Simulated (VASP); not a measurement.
Bi2Te3: single point with PBE

Bi2Te3:

```
Bi Te
1.0
     2.19300    1.26613   10.16567
    -2.19300    1.26613   10.16567
     0.00000   -2.53226   10.16567
Bi Te
2 3
Cartesian
  0.0000 0.0000 12.1982
  0.0000 0.0000 18.2988
  0.0000 0.0000 0.0000
  0.0000 0.0000 6.3981
  0.0000 0.0000 24.0989
```

| Property | Result |
| --- | --- |
| Program | VASP 6.6.1 |
| Task | single point |
| Functional | PBE |
| Potentials or basis | VASP PAW PBE potentials, release 64 (Bi_d, Te) |
| Cutoff | 520 eV |
| k mesh | 12 × 12 × 12 |
| Occupations | fermi-dirac, width 0.02 eV |
| Spin | no spin polarisation |
| Dipole correction | no |
| Further INCAR settings | ALGO = Normal; EDIFF = 1e-06; NBANDS = 32 |

* Pressure: 2.0 GPa
* Largest force: 0.013 eV/Å
* Band gap on the k mesh: 0.28 eV

Forces in eV/Å, atoms in the order of the input:
```
Bi   0.000  0.000 -0.009
Bi   0.000  0.000  0.009
Te   0.000  0.000  0.000
Te   0.000  0.000 -0.013
Te   0.000  0.000  0.013
```

Stress tensor (GPa, compression positive):
```
2.03 0.00 0.00
0.00 2.03 0.00
0.00 0.00 1.92
```

Levels at points of the mesh, in eV from the valence-band top:
| k point | band 21 | band 22 | band 23 | band 24 | band 25 | band 26 | band 27 | band 28 |
| --- | --- | --- | --- | --- | --- | --- | --- | --- |
| (0.00, 0.00, 0.00) | -1.72 | -0.88 | -0.88 | 0.00 | 0.28 | 0.66 | 0.66 | 1.94 |
| (0.50, 0.00, 0.00) | -2.92 | -2.40 | -0.93 | -0.52 | 0.57 | 1.08 | 2.76 | 2.77 |
| (0.50, 0.50, 0.00) | -1.99 | -1.82 | -1.54 | -0.97 | 0.88 | 1.49 | 2.06 | 2.65 |
| (0.50, 0.50, 0.50) | -1.44 | -1.16 | -1.16 | -0.42 | 0.80 | 1.13 | 1.13 | 1.65 |

Run time: 110 min on 1 thread of Oxide Virtual Turin-like Processor, on a shared host, peak memory 1.5 GiB.

Caveat: spin-orbit coupling is left out, which moves the levels of the heavy elements. A k mesh can miss the band edges.
